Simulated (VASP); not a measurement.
# Rb (Im-3m) in VASP: further runs

Rb is run at these levels: PBE; tasks: single point, relaxation of cell and atoms.

All numbers are computed with VASP 6.6.1; they aren't measurements. Logs are shortened: lines on timing, memory, paths and dates and some standing lists are left out, and cuts for length are marked.

## (1) The cell of the first run

Symmetry: Im-3m, No. 229, cubic system. Conventional cell: a = 5.672 Å, b = 5.672 Å, c = 5.672 Å, α = 90.00°, β = 90.00°, γ = 90.00°.

## (2) Single point, PBE

File INCAR:

```
SYSTEM = Rb
ALGO = Normal
EDIFF = 1E-7
ENCUT = 520
GGA = PE
ISIF = 2
ISMEAR = -1
LASPH = .TRUE.
LCHARG = .TRUE.
LELF = .TRUE.
LREAL = .FALSE.
LVHAR = .TRUE.
LWAVE = .FALSE.
NBANDS = 10
NELM = 100
PREC = Accurate
SIGMA = 0.05
```

File KPOINTS:

```
k-points
0
G
  10 10 10
  0 0 0
```

File POSCAR:

```
Rb
1.0
   -2.8359004032      2.8359004032      2.8359004032
    2.8359004032     -2.8359004032      2.8359004032
    2.8359004032      2.8359004032     -2.8359004032
Rb
1
Direct
    0.0000000000      0.0000000000      0.0000000000
```

Potentials or basis: VASP PAW PBE potentials, release 64 (Rb_sv).

The run is started by

```sh
$ cat potpaw_PBE.64/Rb_sv/POTCAR > POTCAR
$ mpirun -np 1 vasp_std > vasp.out
```

OUTCAR:

```text
SYSTEM = Rb
   EDIFF = 1E-7
   ENCUT = 520
   GGA = PE
   ISIF = 2
   ISMEAR = -1
   LASPH = .TRUE.
   LREAL = .FALSE.
   NELM = 100
   PREC = Accurate

 ion  position               nearest neighbor table
   1  0.000  0.000  0.000-

  LATTYP: Found a body centered cubic cell.
 ALAT       =     5.6718008064

  Lattice vectors:

 A1 = (  -2.8359004032,   2.8359004032,   2.8359004032)
 A2 = (   2.8359004032,  -2.8359004032,   2.8359004032)
 A3 = (   2.8359004032,   2.8359004032,  -2.8359004032)

Analysis of symmetry for initial positions (statically):
=====================================================================
 Subroutine PRICEL returns:
 Original cell was already a primitive cell.

 Routine SETGRP: Setting up the symmetry group for a
 body centered cubic supercell.

 Subroutine GETGRP returns: Found 48 space group operations
 (whereof 48 operations were pure point group operations)
 out of a pool of 48 trial point group operations.

The static configuration has the point symmetry O_h .

Analysis of symmetry for dynamics (positions and initial velocities):
=====================================================================
 Subroutine PRICEL returns:
 Original cell was already a primitive cell.

 Routine SETGRP: Setting up the symmetry group for a
 body centered cubic supercell.

 Subroutine GETGRP returns: Found 48 space group operations
 (whereof 48 operations were pure point group operations)
 out of a pool of 48 trial point group operations.

The dynamic configuration has the point symmetry O_h .

 Subroutine INISYM returns: Found 48 space group operations
 (whereof 48 operations are pure point group operations),
 and found     1 'primitive' translations

----------------------------------------------------------------------------------------

                                     Primitive cell

  volume of cell :      91.2290

  direct lattice vectors                    reciprocal lattice vectors
    -2.835900403  2.835900403  2.835900403     0.000000000  0.176310846  0.176310846
     2.835900403 -2.835900403  2.835900403     0.176310846  0.000000000  0.176310846
     2.835900403  2.835900403 -2.835900403     0.176310846  0.176310846  0.000000000

  length of vectors
     4.911923584  4.911923584  4.911923584     0.249341190  0.249341190  0.249341190

  position of ions in fractional coordinates (direct lattice)
     0.000000000  0.000000000  0.000000000

  ion indices of the primitive-cell ions
   primitive index   ion index
                 1           1

----------------------------------------------------------------------------------------

 KPOINTS: k-points

Automatic generation of k-mesh.
 Grid dimensions read from file:
 generate k-points for:   10   10   10

 Generating k-lattice:

  Cartesian coordinates                     Fractional coordinates (reciprocal lattice)
     0.000000000  0.017631085  0.017631085     0.100000000  0.000000000  0.000000000
     0.017631085  0.000000000  0.017631085     0.000000000  0.100000000  0.000000000
     0.017631085  0.017631085  0.000000000     0.000000000  0.000000000  0.100000000

  Length of vectors
     0.024934119  0.024934119  0.024934119

  Shift w.r.t. Gamma in fractional coordinates (k-lattice)
     0.000000000  0.000000000  0.000000000

 Subroutine IBZKPT returns following result:
 ===========================================

 Found     47 irreducible k-points:

 Following reciprocal coordinates:
            Coordinates               Weight
  0.000000  0.000000  0.000000      1.000000
  0.100000  0.000000  0.000000     12.000000
  0.200000  0.000000  0.000000     12.000000
  0.300000  0.000000  0.000000     12.000000
  0.400000  0.000000  0.000000     12.000000
  0.500000  0.000000  0.000000      6.000000
[... 16 lines left out ...]
  0.300000  0.300000  0.100000      8.000000
 -0.300000  0.300000  0.100000     24.000000
 [... further k-points ...]
   k-points           NKPTS =     47   k-points in BZ     NKDIM =     47   number of bands    NBANDS=     10
   number of dos      NEDOS =    301   number of ions     NIONS =      1
   total plane-waves  NPLWV =  64000
   dimension x,y,z NGX =    40 NGY =   40 NGZ =   40
   dimension x,y,z NGXF=    80 NGYF=   80 NGZF=   80
   ions per type =               1
   NGX,Y,Z   is equivalent  to a cutoff of  13.54, 13.54, 13.54 a.u.
   NGXF,Y,Z  is equivalent  to a cutoff of  27.08, 27.08, 27.08 a.u.
 SYSTEM =  Rb
   PREC   = accura    normal or accurate (medium, high low for compatibility)
   ISTART =      0    job   : 0-new  1-cont  2-samecut
   ICHARG =      2    charge: 1-file 2-atom 10-const
   ISPIN  =      1    spin polarized calculation?
   LNONCOLLINEAR =      F non collinear calculations
   LSORBIT =      F    spin-orbit coupling
   LASPH  =      T    aspherical Exc in radial PAW
   ENCUT  =  520.0 eV  38.22 Ry    6.18 a.u.   9.13  9.13  9.13*2*pi/ulx,y,z
   NELM   =    100;   NELMIN=  2; NELMDL= -5     # of ELM steps
   EDIFF  = 0.1E-06   stopping-criterion for ELM
   LREAL  =      F    real-space projection
   EDIFFG = 0.1E-05   stopping-criterion for IOM
   NSW    =      0    number of steps for IOM
   IBRION =     -1    ionic relax: 0-MD 1-quasi-New 2-CG
   NFREE  =      0    steps in history (QN), initial steepest desc. (CG)
   ISIF   =      2    stress and relaxation
   ISYM   =      2    0-nonsym 1-usesym 2-fastsym
   POTIM  = 0.5000    time-step for ionic-motion
   TEBEG  =    0.0;   TEEND  =   0.0 temperature during run
   PSTRESS=    0.0 pullay stress
   NELECT =       9.0000    total number of electrons
   NUPDOWN=      -1.0000    fix difference up-down
   EMIN   =  10.00;   EMAX   =-10.00  energy-range for DOS
   EFERMI =   0.00;   METHOD = LEGACY
   ISMEAR =    -1;   SIGMA  =   0.05  broadening in eV -4-tet -1-fermi 0-gaus
   EFERMI_NEDOS =   21; number of points for ismear=-14 and -15
   IALGO  =     38    algorithm
   IMIX   =      4    mixing-type and parameters
     AMIX     =   0.40;   BMIX     =  1.00
     AMIX_MAG =   1.60;   BMIX_MAG =  1.00
  volume/ion in A,a.u.               =      91.23       615.64
  Fermi-wavevector in a.u.,A,eV,Ry     =   0.756446  1.429476  7.785401  0.572211
  Thomas-Fermi vector in A             =   1.854569
   LORBIT       =      0    0 simple, 1 ext, 2 COOP (PROOUT), +10 PAW based schemes
   GGA     = PE    functional components
   LHFCALC =     F    Hartree Fock is set to
   AEXX    =    0.0000 exact exchange contribution
   IVDW    =     0    specifies the selected vdW correction
   LEPSILON=     F    determine dielectric tensor
   LRPA    =     F    only Hartree local field effects (RPA)
 non-spin polarized calculation
  energy-cutoff  :      520.00
  volume of cell :       91.23
 maximum number of plane-waves:      2491
 NGX is ok and might be reduce to    40
   NGX = 19   NGY = 19   NGZ = 19

 number of electron       9.0000000 magnetization

 Free energy of the ion-electron system (eV)
  ---------------------------------------------------
  ext. energy  EPLUGINS =         0.00000000
  ---------------------------------------------------
  free energy    TOTEN  =        -0.93771181 eV

  energy without entropy =       -0.92834133  energy(sigma->0) =       -0.93302657

 E-fermi :   0.0078     XC(G=0):  -5.4604

 val. band max:        0.0061319687   @ k =  -0.3000   0.4000   0.2000
 cond. band min:       0.0885046654   @ k =  -0.4000   0.4000   0.2000
 fundamental gap:      0.0823726967
 Fermi energy:         0.0078292141

 k-point     1 :       0.0000    0.0000    0.0000
  band No.  band energies     occupation
      1     -28.8976      2.00000
      2     -12.9401      2.00000
      3     -12.9401      2.00000
      4     -12.9401      2.00000
      5      -1.9624      2.00000
      6       3.6829      0.00000
      7       3.6829      0.00000
      8       3.6829      0.00000
      9       4.6142      0.00000
     10       4.6142      0.00000

 k-point     2 :       0.1000    0.0000    0.0000
  band No.  band energies     occupation
      1     -28.8972      2.00000
      2     -12.9494      2.00000
      3     -12.9432      2.00000
      4     -12.9401      2.00000
      5      -1.8447      2.00000
      6       3.4910      0.00000
      7       3.5209      0.00000
      8       3.7912      0.00000
      9       4.3974      0.00000
     10       4.5703      0.00000

 k-point     3 :       0.2000    0.0000    0.0000
  band No.  band energies     occupation
      1     -28.8962      2.00000
      2     -12.9734      2.00000
      3     -12.9511      2.00000
      4     -12.9401      2.00000
      5      -1.5022      2.00000
      6       2.8497      0.00000
      7       3.1867      0.00000
      8       4.1109      0.00000
      9       4.3797      0.00000
     10       4.5211      0.00000

 k-point     4 :       0.3000    0.0000    0.0000
  band No.  band energies     occupation
      1     -28.8949      2.00000
      2     -13.0026      2.00000
      3     -12.9609      2.00000
      4     -12.9401      2.00000
      5      -0.9669      2.00000
      6       2.0882      0.00000
      7       2.8722      0.00000
      8       4.4721      0.00000
      9       4.5793      0.00000
     10       4.6262      0.00000

 k-point     5 :       0.4000    0.0000    0.0000
  band No.  band energies     occupation
      1     -28.8939      2.00000
      2     -13.0259      2.00000
      3     -12.9688      2.00000
      4     -12.9401      2.00000
      5      -0.2990      1.99569
      6       1.3408      0.00000
      7       2.6633      0.00000
      8       4.3687      0.00000
      9       4.7980      0.00000
     10       5.3064      0.00000

 k-point     6 :       0.5000    0.0000    0.0000
  band No.  band energies     occupation
      1     -28.8935      2.00000
      2     -13.0348      2.00000
      3     -12.9718      2.00000
      4     -12.9401      2.00000
      5       0.2461      0.01691
      6       0.7839      0.00000
      7       2.5911      0.00000
      8       4.2531      0.00000
      9       5.1601      0.00000
     10       5.2324      0.00000

 k-point     7 :       0.1000    0.1000    0.0000
  band No.  band energies     occupation
      1     -28.8965      2.00000
      2     -12.9660      2.00000
      3     -12.9465      2.00000
      4     -12.9424      2.00000
      5      -1.6144      2.00000
      6       3.1118      0.00000
      7       3.2228      0.00000
      8       3.9939      0.00000
      9       4.2188      0.00000
     10       4.6914      0.00000

 k-point     8 :       0.2000    0.1000    0.0000
  band No.  band energies     occupation
      1     -28.8953      2.00000
      2     -12.9910      2.00000
      3     -12.9560      2.00000
      4     -12.9433      2.00000
      5      -1.1739      2.00000
      6       2.4543      0.00000
      7       2.8712      0.00000
      8       4.2337      0.00000
      9       4.3589      0.00000
     10       4.8477      0.00000

 k-point     9 :       0.3000    0.1000   -0.0000
  band No.  band energies     occupation
      1     -28.8942      2.00000
      2     -13.0151      2.00000
      3     -12.9668      2.00000
      4     -12.9435      2.00000
      5      -0.5653      1.99998
      6       1.7349      0.00000
      7       2.6144      0.00000
      8       4.2417      0.00000
      9       4.7679      0.00000
     10       5.0189      0.00000
[... 118 lines left out ...]
 k-point    19 :      -0.1000    0.1000    0.1000
  band No.  band energies     occupation
      1     -28.8968      2.00000
      2     -12.9520      2.00000
      3     -12.9463      2.00000
      4     -12.9463      2.00000
      5      -1.7284      2.00000
      6       3.4517      0.00000
      7       3.4517      0.00000
      8       3.8300      0.00000
      9       3.8593      0.00000
     10       4.8355      0.00000

 k-point    20 :       0.2000    0.2000    0.1000
  band No.  band energies     occupation
      1     -28.8938      2.00000
      2     -13.0155      2.00000
      3     -12.9687      2.00000
      4     -12.9546      2.00000
      5      -0.1678      1.94205
      6       1.7568      0.00000
      7       1.9992      0.00000
      8       3.9387      0.00000
      9       4.8824      0.00000
     10       5.1679      0.00000

 k-point    21 :       0.3000    0.2000    0.1000
  band No.  band energies     occupation
      1     -28.8934      2.00000
      2     -13.0149      2.00000
      3     -12.9822      2.00000
      4     -12.9567      2.00000
      5       0.5239      0.00007
      6       1.2324      0.00000
      7       1.8069      0.00000
      8       3.5154      0.00000
      9       5.0427      0.00000
     10       5.2620      0.00000

 k-point    22 :      -0.2000    0.2000    0.1000
  band No.  band energies     occupation
      1     -28.8958      2.00000
      2     -12.9734      2.00000
      3     -12.9543      2.00000
      4     -12.9476      2.00000
      5      -1.3899      2.00000
      6       2.8814      0.00000
      7       3.1905      0.00000
      8       3.6981      0.00000
      9       4.1131      0.00000
     10       5.0078      0.00000

 k-point    23 :       0.3000    0.3000    0.1000
  band No.  band energies     occupation
      1     -28.8932      2.00000
      2     -12.9995      2.00000
      3     -12.9995      2.00000
      4     -12.9597      2.00000
      5       1.1444      0.00000
      6       1.1444      0.00000
      7       1.2930      0.00000
      8       3.2710      0.00000
      9       5.1572      0.00000
     10       5.1572      0.00000

 k-point    24 :      -0.3000    0.3000    0.1000
  band No.  band energies     occupation
      1     -28.8946      2.00000
      2     -13.0013      2.00000
      3     -12.9643      2.00000
      4     -12.9473      2.00000
      5      -0.8605      2.00000
      6       2.1221      0.00000
      7       2.9105      0.00000
      8       3.7601      0.00000
      9       4.6175      0.00000
     10       5.0373      0.00000

 [... further k-points ...]
[... 5 lines left out ...]
  --------------------------------------------------------------------------------------
  -------------------------------------------------------------------------------------
  Total        0.0005599      0.0005599      0.0005599      0.0000000      0.0000000     -0.0000000
  in kB        0.0098326      0.0098326      0.0098326      0.0000000      0.0000000     -0.0000000
  external PRESSURE =       0.0098326 kB  Pullay stress =       0.0000000 kB

 VOLUME and BASIS-vectors are now :
 -----------------------------------------------------------------------------
  energy-cutoff  :      520.00
  volume of cell :       91.23
      direct lattice vectors                 reciprocal lattice vectors
    -2.835900403  2.835900403  2.835900403     0.000000000  0.176310846  0.176310846
     2.835900403 -2.835900403  2.835900403     0.176310846  0.000000000  0.176310846
     2.835900403  2.835900403 -2.835900403     0.176310846  0.176310846  0.000000000

 POSITION                                       TOTAL-FORCE (eV/Angst)
 -----------------------------------------------------------------------------------
      0.00000      0.00000      0.00000        -0.000000      0.000000      0.000000
 -----------------------------------------------------------------------------------
    total drift:                               -0.000000      0.000000     -0.000000

  FREE ENERGIE OF THE ION-ELECTRON SYSTEM (eV)
  ---------------------------------------------------
  free  energy   TOTEN  =        -0.9377118110 eV

  energy  without entropy=       -0.9283413318  energy(sigma->0) =       -0.93302657
```

Wall time 19 s (1 thread of Intel Xeon 6975P-C (Granite Rapids), shared host); peak memory 0.24 GiB.

Results:

```
Free energy            : -0.9377 eV
Pressure               : 0.0 GPa
Band gap on the k mesh : zero (an odd number of electrons rules out a gap without spin polarisation)
```

(Continued in part 2 of 2.)

The gap in the log of VASP goes by the Fermi energy; the results here count the filled bands.